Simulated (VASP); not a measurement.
# SbW (P6_3/mmc) in VASP: further runs

Aim: see how the results for SbW move with the level of theory and the settings. Levels: PBE, r2SCAN. Tasks: single point.

Everything below comes from runs of VASP 6.6.1. Logs are shortened: lines on timing, memory, paths and dates and some standing lists are left out, and cuts for length are marked.

## 1. The cell of the first run

Symmetry: P6_3/mmc, No. 194, hexagonal system. The conventional cell has a = 4.586 Å, b = 4.586 Å, c = 5.275 Å, α = 90.00°, β = 90.00°, γ = 120.00°. W (site symmetry -3m) has 2 W at 2.64 Å and 6 Sb at 2.96 Å within 3.5 Å. Sb (site symmetry -6m2) has 6 W at 2.96 Å and 6 Sb at 3.74 Å within 3.9 Å.

## 2. Single point, PBE (24.03 Å³/atom)

The input, INCAR:

```
PREC = Accurate ; ENCUT = 520
EDIFF = 1E-7 ; ISMEAR = 0
SIGMA = 0.05 ; LREAL = False
LASPH = True ; NELM = 100
ALGO = Normal ; ISIF = 2
LWAVE = False ; LCHARG = False
GGA = PE ; NBANDS = 27
```

The input, KPOINTS:

```
regular mesh
0
Gamma
  10 10 6
```

The input, POSCAR:

```
SbW
1.0
    4.5863606802      0.0000000000      0.0000000000
   -2.2931803401      3.9719048600      0.0000000000
    0.0000000000      0.0000000000      5.2754850711
W Sb
2 2
Direct
    0.0000000000      0.0000000000      0.0000000000
    0.0000000000      0.0000000000      0.5000000000
    0.3333333333      0.6666666667      0.2500000000
    0.6666666667      0.3333333333      0.7500000000
```

Potentials or basis: VASP PAW PBE potentials, release 64 (W_sv, Sb).

Command:

```sh
$ cat potpaw_PBE.64/W_sv/POTCAR potpaw_PBE.64/Sb/POTCAR > POTCAR
$ mpirun -np 1 vasp_std > vasp.out
```

OUTCAR:

```text
PREC = Accurate
   ENCUT = 520
   EDIFF = 1E-7
   ISMEAR = 0
   LREAL = False
   LASPH = True
   NELM = 100
   ISIF = 2
   GGA = PE

 ion  position               nearest neighbor table
   1  0.000  0.000  0.000-   2 2.64   2 2.64   4 2.96   3 2.96   4 2.96   3 2.96   4 2.96   3 2.96

   2  0.000  0.000  0.500-   1 2.64   1 2.64   4 2.96   3 2.96   4 2.96   3 2.96   4 2.96   3 2.96

   3  0.333  0.667  0.250-   1 2.96   2 2.96   1 2.96   2 2.96   1 2.96   2 2.96   4 3.74   4 3.74
                             4 3.74   4 3.74   4 3.74   4 3.74
   4  0.667  0.333  0.750-   1 2.96   2 2.96   1 2.96   2 2.96   1 2.96   2 2.96   3 3.74   3 3.74
                             3 3.74   3 3.74   3 3.74   3 3.74

  LATTYP: Found a hexagonal cell.
 ALAT       =     4.5863606802
 C/A-ratio  =     1.1502551672

  Lattice vectors:

 A1 = (   4.5863606802,   0.0000000000,   0.0000000000)
 A2 = (  -2.2931803401,   3.9719048600,   0.0000000000)
 A3 = (   0.0000000000,   0.0000000000,   5.2754850711)

Analysis of symmetry for initial positions (statically):
=====================================================================
 Subroutine PRICEL returns:
 Original cell was already a primitive cell.

 Routine SETGRP: Setting up the symmetry group for a
 hexagonal supercell.

 Subroutine GETGRP returns: Found 24 space group operations
 (whereof 12 operations were pure point group operations)
 out of a pool of 24 trial point group operations.

The static configuration has the point symmetry D_3d.
 The point group associated with its full space group is D_6h.

Analysis of symmetry for dynamics (positions and initial velocities):
=====================================================================
 Subroutine PRICEL returns:
 Original cell was already a primitive cell.

 Routine SETGRP: Setting up the symmetry group for a
 hexagonal supercell.

 Subroutine GETGRP returns: Found 24 space group operations
 (whereof 12 operations were pure point group operations)
 out of a pool of 24 trial point group operations.

The dynamic configuration has the point symmetry D_3d.
 The point group associated with its full space group is D_6h.

 Subroutine INISYM returns: Found 24 space group operations
 (whereof 12 operations are pure point group operations),
 and found     1 'primitive' translations

----------------------------------------------------------------------------------------

                                     Primitive cell

  volume of cell :      96.1013

  direct lattice vectors                    reciprocal lattice vectors
     4.586360680  0.000000000  0.000000000     0.218037802  0.125884183  0.000000000
    -2.293180340  3.971904860  0.000000000     0.000000000  0.251768367  0.000000000
     0.000000000  0.000000000  5.275485071     0.000000000  0.000000000  0.189556029

  length of vectors
     4.586360680  4.586360680  5.275485071     0.251768367  0.251768367  0.189556029

  position of ions in fractional coordinates (direct lattice)
     0.000000000  0.000000000  0.000000000
     0.000000000  0.000000000  0.500000000
     0.333333333  0.666666667  0.250000000
     0.666666667  0.333333333  0.750000000

  ion indices of the primitive-cell ions
   primitive index   ion index
                 1           1
                 2           2
                 3           3
                 4           4

----------------------------------------------------------------------------------------

 KPOINTS: regular mesh

Automatic generation of k-mesh.
 Grid dimensions read from file:
 generate k-points for:   10   10    6

 Generating k-lattice:

  Cartesian coordinates                     Fractional coordinates (reciprocal lattice)
     0.021803780  0.012588418  0.000000000     0.100000000 -0.000000000  0.000000000
     0.000000000  0.025176837  0.000000000     0.000000000  0.100000000  0.000000000
     0.000000000  0.000000000  0.031592671     0.000000000  0.000000000  0.166666667

  Length of vectors
     0.025176837  0.025176837  0.031592671

  Shift w.r.t. Gamma in fractional coordinates (k-lattice)
     0.000000000  0.000000000  0.000000000

 Subroutine IBZKPT returns following result:
 ===========================================

 Found     56 irreducible k-points:

 Following reciprocal coordinates:
            Coordinates               Weight
  0.000000  0.000000  0.000000      1.000000
  0.100000  0.000000  0.000000      6.000000
  0.200000  0.000000  0.000000      6.000000
  0.300000  0.000000  0.000000      6.000000
  0.400000  0.000000  0.000000      6.000000
  0.500000  0.000000  0.000000      3.000000
[... 16 lines left out ...]
  0.300000  0.100000  0.166667     24.000000
  0.400000  0.100000  0.166667     24.000000
 [... further k-points ...]
   k-points           NKPTS =     56   k-points in BZ     NKDIM =     56   number of bands    NBANDS=     27
   number of dos      NEDOS =    301   number of ions     NIONS =      4
   total plane-waves  NPLWV =  51840
   dimension x,y,z NGX =    36 NGY =   36 NGZ =   40
   dimension x,y,z NGXF=    72 NGYF=   72 NGZF=   80
   ions per type =               2   2
   NGX,Y,Z   is equivalent  to a cutoff of  13.05, 13.05, 12.61 a.u.
   NGXF,Y,Z  is equivalent  to a cutoff of  26.10, 26.10, 25.21 a.u.
 SYSTEM =  unknown system
   PREC   = accura    normal or accurate (medium, high low for compatibility)
   ISTART =      0    job   : 0-new  1-cont  2-samecut
   ICHARG =      2    charge: 1-file 2-atom 10-const
   ISPIN  =      1    spin polarized calculation?
   LNONCOLLINEAR =      F non collinear calculations
   LSORBIT =      F    spin-orbit coupling
   LASPH  =      T    aspherical Exc in radial PAW
   ENCUT  =  520.0 eV  38.22 Ry    6.18 a.u.   8.53  8.53  9.81*2*pi/ulx,y,z
   NELM   =    100;   NELMIN=  2; NELMDL= -5     # of ELM steps
   EDIFF  = 0.1E-06   stopping-criterion for ELM
   LREAL  =      F    real-space projection
   EDIFFG = 0.1E-05   stopping-criterion for IOM
   NSW    =      0    number of steps for IOM
   IBRION =     -1    ionic relax: 0-MD 1-quasi-New 2-CG
   NFREE  =      0    steps in history (QN), initial steepest desc. (CG)
   ISIF   =      2    stress and relaxation
   ISYM   =      2    0-nonsym 1-usesym 2-fastsym
   POTIM  = 0.5000    time-step for ionic-motion
   TEBEG  =    0.0;   TEEND  =   0.0 temperature during run
   PSTRESS=    0.0 pullay stress
   NELECT =      38.0000    total number of electrons
   NUPDOWN=      -1.0000    fix difference up-down
   EMIN   =  10.00;   EMAX   =-10.00  energy-range for DOS
   EFERMI =   0.00;   METHOD = LEGACY
   ISMEAR =     0;   SIGMA  =   0.05  broadening in eV -4-tet -1-fermi 0-gaus
   EFERMI_NEDOS =   21; number of points for ismear=-14 and -15
   IALGO  =     38    algorithm
   IMIX   =      4    mixing-type and parameters
     AMIX     =   0.40;   BMIX     =  1.00
     AMIX_MAG =   1.60;   BMIX_MAG =  1.00
  volume/ion in A,a.u.               =      24.03       162.13
  Fermi-wavevector in a.u.,A,eV,Ry     =   1.201599  2.270693 19.644637  1.443840
  Thomas-Fermi vector in A             =   2.337403
   LORBIT       =      0    0 simple, 1 ext, 2 COOP (PROOUT), +10 PAW based schemes
   GGA     = PE    functional components
   LHFCALC =     F    Hartree Fock is set to
   AEXX    =    0.0000 exact exchange contribution
   IVDW    =     0    specifies the selected vdW correction
   LEPSILON=     F    determine dielectric tensor
   LRPA    =     F    only Hartree local field effects (RPA)
 non-spin polarized calculation
 Gauss-broadening in eV      SIGMA  =   0.05
  energy-cutoff  :      520.00
  volume of cell :       96.10
 maximum number of plane-waves:      2624
 NGX is ok and might be reduce to    36
   NGX = 17   NGY = 17   NGZ = 19

 number of electron      38.0000000 magnetization

 Free energy of the ion-electron system (eV)
  ---------------------------------------------------
  ext. energy  EPLUGINS =         0.00000000
  ---------------------------------------------------
  free energy    TOTEN  =       -31.42415143 eV

  energy without entropy =      -31.42115271  energy(sigma->0) =      -31.42265207

 E-fermi :   7.6704     XC(G=0): -10.8447

 val. band max:        7.6621772396   @ k =   0.4000   0.0000   0.5000
 cond. band min:       7.6777607385   @ k =   0.0000   0.0000   0.0000
 fundamental gap:      0.0155834989
 Fermi energy:         7.6704159323

 k-point     1 :       0.0000    0.0000    0.0000
  band No.  band energies     occupation
      1     -66.2401      2.00000
      2     -66.1481      2.00000
      3     -30.9407      2.00000
      4     -30.4911      2.00000
      5     -30.4911      2.00000
      6     -30.3518      2.00000
[... 19 lines left out ...]
     26      12.9000      0.00000
     27      12.9001      0.00000

 k-point     2 :       0.1000    0.0000    0.0000
  band No.  band energies     occupation
      1     -66.2401      2.00000
      2     -66.1481      2.00000
      3     -30.9406      2.00000
      4     -30.4917      2.00000
      5     -30.4912      2.00000
      6     -30.3521      2.00000
[... 19 lines left out ...]
     26      12.3325      0.00000
     27      12.3841      0.00000

 k-point     3 :       0.2000    0.0000    0.0000
  band No.  band energies     occupation
      1     -66.2401      2.00000
      2     -66.1481      2.00000
      3     -30.9403      2.00000
      4     -30.4933      2.00000
      5     -30.4917      2.00000
      6     -30.3531      2.00000
[... 19 lines left out ...]
     26      11.9235      0.00000
     27      12.1784      0.00000

 k-point     4 :       0.3000    0.0000    0.0000
  band No.  band energies     occupation
      1     -66.2401      2.00000
      2     -66.1481      2.00000
      3     -30.9399      2.00000
      4     -30.4954      2.00000
      5     -30.4922      2.00000
      6     -30.3542      2.00000
[... 19 lines left out ...]
     26      12.2374      0.00000
     27      12.3824      0.00000
[... 516 lines left out ...]
      4     -30.4852      2.00000
      5     -30.4829      2.00000
      6     -30.3633      2.00000
[... 19 lines left out ...]
     26      11.8880      0.00000
     27      12.9651      0.00000

 k-point    23 :       0.3000    0.1000    0.1667
  band No.  band energies     occupation
      1     -66.2340      2.00000
      2     -66.1543      2.00000
      3     -30.8642      2.00000
      4     -30.4869      2.00000
      5     -30.4835      2.00000
      6     -30.3643      2.00000
[... 19 lines left out ...]
     26      12.2254      0.00000
     27      13.0253      0.00000

 k-point    24 :       0.4000    0.1000    0.1667
  band No.  band energies     occupation
      1     -66.2339      2.00000
      2     -66.1543      2.00000
      3     -30.8640      2.00000
      4     -30.4879      2.00000
      5     -30.4839      2.00000
      6     -30.3649      2.00000
[... 19 lines left out ...]
     26      12.3716      0.00000
     27      13.1833      0.00000

 [... further k-points ...]
[... 5 lines left out ...]
  --------------------------------------------------------------------------------------
  -------------------------------------------------------------------------------------
  Total       -6.2430731     -6.2430731     -6.1374247      0.0000000     -0.0000000      0.0000000
  in kB     -104.0829428   -104.0829428   -102.3215995      0.0000000     -0.0000000      0.0000000
  external PRESSURE =    -103.4958284 kB  Pullay stress =       0.0000000 kB

 VOLUME and BASIS-vectors are now :
 -----------------------------------------------------------------------------
  energy-cutoff  :      520.00
  volume of cell :       96.10
      direct lattice vectors                 reciprocal lattice vectors
     4.586360680  0.000000000  0.000000000     0.218037802  0.125884183  0.000000000
    -2.293180340  3.971904860  0.000000000     0.000000000  0.251768367  0.000000000
     0.000000000  0.000000000  5.275485071     0.000000000  0.000000000  0.189556029

 POSITION                                       TOTAL-FORCE (eV/Angst)
 -----------------------------------------------------------------------------------
      0.00000      0.00000      0.00000        -0.000000      0.000000      0.000000
      0.00000      0.00000      2.63774        -0.000000      0.000000      0.000000
     -0.00000      2.64794      1.31887         0.000000      0.000000     -0.000000
      2.29318      1.32397      3.95661         0.000000     -0.000000      0.000000
 -----------------------------------------------------------------------------------
    total drift:                               -0.000000     -0.000000     -0.000000

  FREE ENERGIE OF THE ION-ELECTRON SYSTEM (eV)
  ---------------------------------------------------
  free  energy   TOTEN  =       -31.4241514347 eV

  energy  without entropy=      -31.4211527118  energy(sigma->0) =      -31.42265207
```

It took 3.3 min on 1 thread of Intel Xeon 8259CL, shared host; peak memory 0.3 GiB.

What came out:

```
Free energy            : -31.4242 eV
Pressure               : -10.3 GPa
Band gap on the k mesh : zero (bands 19 and 20 overlap by 1.21 eV)
```

Caveat: the cell stands under tension; spin-orbit coupling is left out, which moves the levels of the heavy elements.

(Part 1 of 2 ends here.)

The gap in the log of VASP goes by the Fermi energy; the results here count the filled bands.